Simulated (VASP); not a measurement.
BaTiO3 (Barioperovskite):

```
Ba Ti O
1.0
     3.98550    0.00000    0.00000
     0.00000    2.83690    2.84515
     0.00000   -2.83690    2.84515
Ba Ti O
1 1 3
Direct
  0.00000 0.00000 0.00000
  0.50000 0.51240 0.51240
  0.50000 0.99184 0.50524
  0.50000 0.50524 0.99184
  0.00000 0.48740 0.48740
```

```yaml
Program: VASP 6.6.1
Task: relaxation of cell and atoms
Functional: PBEsol
Dispersion: D3(BJ)
Potentials_or_basis: VASP PAW PBE potentials, release 64 (Ba_sv, Ti_sv, O)
Cutoff: 600 eV
k_mesh: 7 × 7 × 7
Occupations: fermi-dirac, width 0.05 eV
Spin: no spin polarisation
```

At the start: pressure -5.7 GPa; volume 12.87 Å³/atom.

Q: How do energy, volume and symmetry change on relaxing?

A: Over 11 steps the energy falls by 10.8 meV/atom and the volume is 12.48 Å³/atom (-3.0 %); space group Amm2 (No. 38, to 0.05 Å).

The path:
```csv
step,energy change (eV),largest force (eV/Å),pressure (GPa),volume (Å³)
1,0.0000,0.2789,-5.71,64.34
2,0.0031,0.3318,7.24,60.16
3,-0.0422,0.2030,0.21,62.23
4,-0.0422,0.2032,0.29,62.19
5,-0.0472,0.1475,0.29,62.21
6,-0.0524,0.0624,0.22,62.24
7,-0.0535,0.0496,-0.28,62.46
8,-0.0535,0.0506,-0.26,62.44
9,-0.0535,0.0227,0.41,62.26
10,-0.0537,0.0238,0.09,62.35
11,-0.0538,0.0092,0.04,62.39
```

Final structure:
```
Ba Ti O
1.0
     3.94752    0.00000    0.00000
     0.00000    2.80863    2.81350
     0.00000   -2.80863    2.81350
Ba Ti O
1 1 3
Direct
  0.00000 0.00404 0.00404
  0.50000 0.51474 0.51474
  0.50000 0.98917 0.49484
  0.50000 0.49484 0.98917
  0.00000 0.49408 0.49408
```

Caveat: the PAW data sets were made with another functional, which shifts forces and pressure a little.
